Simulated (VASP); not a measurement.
Wanted: the native input for a VASP 6.6.1 run.

| Quantity | Value |
| --- | --- |
| Task | single point |
| Functional | PBEsol |
| Potentials or basis | VASP PAW PBE potentials, release 64 (Ba_sv, Ti_sv, O) |
| Cutoff | 520 eV |
| k mesh | 7 × 7 × 7 |
| Occupations | fermi-dirac, width 0.05 eV |
| Spin | no spin polarisation |
| Dipole correction | no |
| Further INCAR settings | ALGO = Normal; EDIFF = 1e-06; NBANDS = 28 |

The structure of BaTiO3 lies in POSCAR:

```
BaTiO3
1.0
    3.9456747545      0.0000000000      0.0000000000
    0.0000000000      3.9456747545      0.0000000000
    0.0000000000      0.0000000000      4.0043140800
Ba Ti O
1 1 3
Direct
    0.0000000000      0.0000000000      0.0004860158
    0.5000000000      0.5000000000      0.4868887458
    0.0000000000      0.5000000000      0.5159300271
    0.5000000000      0.0000000000      0.5159300271
    0.5000000000      0.5000000000      0.0237651842
```

The input as run:

INCAR

```
SYSTEM = BaTiO3
ALGO = Normal
EDIFF = 1E-6
ENCUT = 520
GGA = PS
ISIF = 2
ISMEAR = -1
LASPH = .TRUE.
LCHARG = .FALSE.
LREAL = .FALSE.
LWAVE = .FALSE.
NBANDS = 28
NELM = 60
PREC = Accurate
SIGMA = 0.05
```

KPOINTS

```
k-points
0
G
  7 7 7
  0 0 0
```

Potentials or basis: VASP PAW PBE potentials, release 64 (Ba_sv, Ti_sv, O).

The run is started by

```bash
$ cat potpaw_PBE.64/Ba_sv/POTCAR potpaw_PBE.64/Ti_sv/POTCAR potpaw_PBE.64/O/POTCAR > POTCAR
$ mpirun -np 1 vasp_std > vasp.out
```

Results of the run:

```
Pressure               : 4.0 GPa
Largest force          : 0.045 eV/Å
Band gap on the k mesh : 1.90 eV, indirect (least direct gap 2.13 eV)
```

Caveat: the PAW data sets were made with another functional, which shifts forces and pressure a little; spin-orbit coupling is left out, which moves the levels of the heavy elements.

Wall time 100 s on 1 thread of Intel(R) Xeon(R) Platinum 8259CL CPU @ 2.50GHz (Skylake/Cascade Lake), on a shared host, peak memory 0.21 GiB.
